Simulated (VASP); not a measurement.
# Al2O3 (R-3c) in VASP: further runs

Runs on Al2O3. Level: PBE. Tasks: single point.

Everything below comes from runs of VASP 6.6.1. Logs are shortened: lines on timing, memory, paths and dates and some standing lists are left out, and cuts for length are marked.

## Step 1: The cell of the first run

It takes space group R-3c (No. 167, trigonal). The conventional cell has a = 5.179 Å, b = 5.179 Å, c = 11.308 Å, α = 90.00°, β = 90.00°, γ = 120.00°. Al (site symmetry 3) has 6 O at 1.90 to 2.04 Å within 2.5 Å. O (site symmetry 2) has 4 Al at 1.90 to 2.04 Å and 2 O at 2.48 Å within 2.5 Å.

## Step 2: Single point, PBE (c/a of the conventional cell at fixed volume 2.1832)

The input, INCAR:

```
SYSTEM = Al2O3
PREC = Accurate
ENCUT = 520
EDIFF = 1E-7
ISMEAR = 0
SIGMA = 0.05
LREAL = .FALSE.
LASPH = .TRUE.
NELM = 60
ALGO = Normal
ISIF = 2
LWAVE = .FALSE.
LCHARG = .FALSE.
GGA = PE
NBANDS = 35
```

The input, KPOINTS:

```
regular mesh
0
G
  6 6 6
  0 0 0
```

The input, POSCAR:

```
Al2O3
1.0
    2.5897113169      1.4951705259      3.7692384980
   -2.5897113169      1.4951705259      3.7692384980
    0.0000000000     -2.9903410518      3.7692384980
Al O
4 6
Direct
    0.8635611633      0.8635611633      0.8635611633
    0.6364388367      0.6364388367      0.6364388367
    0.1364388367      0.1364388367      0.1364388367
    0.3635611633      0.3635611633      0.3635611633
    0.0561574040      0.4438425960      0.7500000000
    0.7500000000      0.0561574040      0.4438425960
    0.4438425960      0.7500000000      0.0561574040
    0.9438425960      0.5561574040      0.2500000000
    0.2500000000      0.9438425960      0.5561574040
    0.5561574040      0.2500000000      0.9438425960
```

Potentials or basis: VASP PAW PBE potentials, release 64 (Al, O).

Started as:

```bash
$ cat potpaw_PBE.64/Al/POTCAR potpaw_PBE.64/O/POTCAR > POTCAR
$ mpirun -np 1 vasp_std > vasp.out
```

OUTCAR:

```text
SYSTEM = Al2O3
   PREC = Accurate
   ENCUT = 520
   EDIFF = 1E-7
   ISMEAR = 0
   LREAL = .FALSE.
   LASPH = .TRUE.
   NELM = 60
   ISIF = 2
   GGA = PE

 ion  position               nearest neighbor table
   1  0.864  0.864  0.864-   9 1.90   8 1.90  10 1.90   7 2.04   6 2.04   5 2.04   2 2.57   3 3.07
                             3 3.07   3 3.07   3 3.09   2 3.22   2 3.22   2 3.22
   2  0.636  0.636  0.636-  10 1.90   8 1.90   9 1.90   7 2.04   6 2.04   5 2.04   1 2.57   4 3.07
                             4 3.07   4 3.07   4 3.09   1 3.22   1 3.22   1 3.22
   3  0.136  0.136  0.136-   6 1.90   5 1.90   7 1.90   9 2.04  10 2.04   8 2.04   4 2.57   1 3.07
                             1 3.07   1 3.07   1 3.09   4 3.22   4 3.22   4 3.22
   4  0.364  0.364  0.364-   7 1.90   5 1.90   6 1.90   9 2.04  10 2.04   8 2.04   3 2.57   2 3.07
                             2 3.07   2 3.07   2 3.09   3 3.22   3 3.22   3 3.22
   5  0.056  0.444  0.750-   3 1.90   4 1.90   1 2.04   2 2.04
   6  0.750  0.056  0.444-   3 1.90   4 1.90   1 2.04   2 2.04
   7  0.444  0.750  0.056-   4 1.90   3 1.90   1 2.04   2 2.04
   8  0.944  0.556  0.250-   1 1.90   2 1.90   3 2.04   4 2.04
   9  0.250  0.944  0.556-   1 1.90   2 1.90   3 2.04   4 2.04
  10  0.556  0.250  0.944-   2 1.90   1 1.90   3 2.04   4 2.04

  LATTYP: Found a trigonal (rhomboedric) cell.
 ALAT       =     4.8113717858
 COS(alpha) =     0.4205781470

  Lattice vectors:

 A1 = (   2.5897113169,   1.4951705259,   3.7692384980)
 A2 = (  -2.5897113169,   1.4951705259,   3.7692384980)
 A3 = (   0.0000000000,  -2.9903410518,   3.7692384980)

Analysis of symmetry for initial positions (statically):
=====================================================================
 Subroutine PRICEL returns:
 Original cell was already a primitive cell.

 Routine SETGRP: Setting up the symmetry group for a
 trigonal (rhombohedral) supercell.

 Subroutine GETGRP returns: Found 12 space group operations
 (whereof  6 operations were pure point group operations)
 out of a pool of 12 trial point group operations.

The static configuration has the point symmetry S_6 .
 The point group associated with its full space group is D_3d.

Analysis of symmetry for dynamics (positions and initial velocities):
=====================================================================
 Subroutine PRICEL returns:
 Original cell was already a primitive cell.

 Routine SETGRP: Setting up the symmetry group for a
 trigonal (rhombohedral) supercell.

[... 124 lines left out ...]
   NSW    =      0    number of steps for IOM
   IBRION =     -1    ionic relax: 0-MD 1-quasi-New 2-CG
   NFREE  =      0    steps in history (QN), initial steepest desc. (CG)
   ISIF   =      2    stress and relaxation
   ISYM   =      2    0-nonsym 1-usesym 2-fastsym
   POTIM  = 0.5000    time-step for ionic-motion
   TEBEG  =    0.0;   TEEND  =   0.0 temperature during run
   PSTRESS=    0.0 pullay stress
   NELECT =      48.0000    total number of electrons
   NUPDOWN=      -1.0000    fix difference up-down
   EMIN   =  10.00;   EMAX   =-10.00  energy-range for DOS
   EFERMI =   0.00;   METHOD = LEGACY
   ISMEAR =     0;   SIGMA  =   0.05  broadening in eV -4-tet -1-fermi 0-gaus
   EFERMI_NEDOS =   21; number of points for ismear=-14 and -15
   IALGO  =     38    algorithm
   IMIX   =      4    mixing-type and parameters
     AMIX     =   0.40;   BMIX     =  1.00
     AMIX_MAG =   1.60;   BMIX_MAG =  1.00
  volume/ion in A,a.u.               =       8.76        59.09
  Fermi-wavevector in a.u.,A,eV,Ry     =   1.339799  2.531853 24.423286  1.795061
  Thomas-Fermi vector in A             =   2.468162
   LORBIT       =      0    0 simple, 1 ext, 2 COOP (PROOUT), +10 PAW based schemes
   GGA     = PE    functional components
   LHFCALC =     F    Hartree Fock is set to
   AEXX    =    0.0000 exact exchange contribution
   IVDW    =     0    specifies the selected vdW correction
   LEPSILON=     F    determine dielectric tensor
   LRPA    =     F    only Hartree local field effects (RPA)
 non-spin polarized calculation
 Gauss-broadening in eV      SIGMA  =   0.05
  energy-cutoff  :      520.00
  volume of cell :       87.57
 maximum number of plane-waves:      2375
   NGX = 17   NGY = 17   NGZ = 17

 number of electron      47.9999986 magnetization

 Free energy of the ion-electron system (eV)
  ---------------------------------------------------
  ext. energy  EPLUGINS =         0.00000000
  ---------------------------------------------------
  free energy    TOTEN  =       -71.88849058 eV

  energy without entropy =      -71.88849058  energy(sigma->0) =      -71.88849058

 E-fermi :   7.3764     XC(G=0): -11.6266

 val. band max:        7.1767717202   @ k =   0.0000   0.0000   0.0000
 cond. band min:      10.2903919375   @ k =   0.0000   0.0000   0.0000
 fundamental gap:      3.1136202173
 Fermi energy:         7.3763880835

 k-point     1 :       0.0000    0.0000    0.0000
  band No.  band energies     occupation
      1     -12.8716      2.00000
      2     -10.5469      2.00000
      3     -10.5469      2.00000
      4     -10.1387      2.00000
      5     -10.1387      2.00000
      6      -9.6915      2.00000
[... 901 lines left out ...]
     34      18.6205      0.00000
     35      18.9003      0.00000

 [... further k-points ...]
[... 5 lines left out ...]
  --------------------------------------------------------------------------------------
  -------------------------------------------------------------------------------------
  Total      -12.5760207    -12.5760207     21.6274925     -0.0000000     -0.0000000     -0.0000000
  in kB     -230.0948385   -230.0948385    395.7034186     -0.0000000     -0.0000000     -0.0000000
  external PRESSURE =     -21.4954195 kB  Pullay stress =       0.0000000 kB

 VOLUME and BASIS-vectors are now :
 -----------------------------------------------------------------------------
  energy-cutoff  :      520.00
  volume of cell :       87.57
      direct lattice vectors                 reciprocal lattice vectors
     2.589711317  1.495170526  3.769238498     0.193071713  0.111470005  0.088435193
    -2.589711317  1.495170526  3.769238498    -0.193071713  0.111470005  0.088435193
     0.000000000 -2.990341052  3.769238498     0.000000000 -0.222940011  0.088435193

 POSITION                                       TOTAL-FORCE (eV/Angst)
 -----------------------------------------------------------------------------------
      0.00000      0.00000      9.76490         0.000000     -0.000000     -0.670783
      0.00000      0.00000      7.19667         0.000000     -0.000000      0.670783
      0.00000      0.00000      1.54281         0.000000     -0.000000      0.670783
      0.00000      0.00000      4.11105         0.000000     -0.000000     -0.670783
     -1.00399     -1.49517      4.71155        -0.268398     -0.000000     -0.000000
      1.79685     -0.12190      4.71155         0.134199     -0.232440     -0.000000
     -0.79286      1.61707      4.71155         0.134199      0.232440     -0.000000
      1.00399      1.49517      6.59617         0.268398     -0.000000     -0.000000
     -1.79685      0.12190      6.59617        -0.134199      0.232440     -0.000000
      0.79286     -1.61707      6.59617        -0.134199     -0.232440     -0.000000
 -----------------------------------------------------------------------------------
    total drift:                               -0.000000      0.000000      0.000000

  FREE ENERGIE OF THE ION-ELECTRON SYSTEM (eV)
  ---------------------------------------------------
  free  energy   TOTEN  =       -71.8884905789 eV

  energy  without entropy=      -71.8884905789  energy(sigma->0) =      -71.88849058
```

OSZICAR:

```text
N       E                     dE             d eps       ncg     rms          rms(c)
DAV:   1     0.223566034052E+03    0.22357E+03   -0.25123E+04  2240   0.130E+03
DAV:   2    -0.666318468073E+02   -0.29020E+03   -0.27523E+03  2879   0.279E+02
DAV:   3    -0.803071874722E+02   -0.13675E+02   -0.13603E+02  2848   0.613E+01
DAV:   4    -0.804082415787E+02   -0.10105E+00   -0.10099E+00  2709   0.611E+00
DAV:   5    -0.804093686110E+02   -0.11270E-02   -0.11268E-02  2803   0.641E-01    0.175E+01
DAV:   6    -0.719131283036E+02    0.84962E+01   -0.29148E+01  2618   0.287E+01    0.587E+00
DAV:   7    -0.718987589184E+02    0.14369E-01   -0.65495E-01  2701   0.434E+00    0.326E+00
DAV:   8    -0.718850894994E+02    0.13669E-01   -0.10499E-01  2680   0.240E+00    0.610E-01
DAV:   9    -0.718878499698E+02   -0.27605E-02   -0.13445E-02  2888   0.626E-01    0.316E-01
DAV:  10    -0.718885433186E+02   -0.69335E-03   -0.10658E-03  2636   0.188E-01    0.706E-02
DAV:  11    -0.718884900754E+02    0.53243E-04   -0.35677E-04  2709   0.108E-01    0.307E-02
DAV:  12    -0.718884911900E+02   -0.11146E-05   -0.20134E-05  2752   0.265E-02    0.541E-03
DAV:  13    -0.718884906621E+02    0.52789E-06   -0.22414E-06  2738   0.827E-03    0.153E-03
DAV:  14    -0.718884905364E+02    0.12570E-06   -0.85468E-08  1818   0.189E-03    0.720E-04
DAV:  15    -0.718884905789E+02   -0.42481E-07   -0.33031E-08  1463   0.104E-03
   1 F= -.71888491E+02 E0= -.71888491E+02  d E =-.156265E-10
```

stdout:

```text
POSCAR found type information on POSCAR AlO
 POSCAR found :  2 types and      10 ions
 scaLAPACK will be used
 LDA part: xc-table for (Slater+PW92), standard interpolation
 POSCAR, INCAR and KPOINTS ok, starting setup
 FFT: planning ... GRIDC
 FFT: planning ... GRID_SOFT
 FFT: planning ... GRID
 WAVECAR not read
 entering main loop
```

Run time: 88 s. Hardware: 1 thread of Intel Xeon Platinum 8259CL at 2.50GHz (Skylake/Cascade Lake), shared host; peak memory 0.23 GiB.

What came out:

```yaml
Free_energy: -71.8885 eV
Pressure: -2.1 GPa
Largest_force: 0.671 eV/Å
Band_gap_on_the_k_mesh: 3.11 eV, direct
```

Forces on the atoms (eV/Å):
```
Al   0.000  0.000 -0.671
Al   0.000  0.000  0.671
Al   0.000  0.000  0.671
Al   0.000  0.000 -0.671
O   -0.268  0.000  0.000
O    0.134 -0.232  0.000
O    0.134  0.232  0.000
O    0.268  0.000  0.000
O   -0.134  0.232  0.000
O   -0.134 -0.232  0.000
```

Stress tensor (GPa, compression positive):
```
-23.01   0.00   0.00
  0.00 -23.01   0.00
  0.00   0.00  39.57
```

Levels at points of the mesh, in eV from the valence-band top:
```csv
k point,band 21,band 22,band 23,band 24,band 25,band 26,band 27,band 28
"(0.00, 0.00, 0.00)",-1.15,-1.12,-1.12,0.00,3.11,6.66,7.04,9.22
"(0.50, 0.00, 0.00)",-1.47,-1.47,-0.75,-0.75,5.79,5.79,7.71,7.71
"(0.50, 0.50, 0.00)",-1.93,-1.77,-1.09,-0.68,5.86,6.02,7.25,7.82
"(0.50, 0.50, 0.50)",-1.90,-1.90,-1.90,-1.90,5.81,5.81,8.05,8.05
```

[end of part 1 of 3]
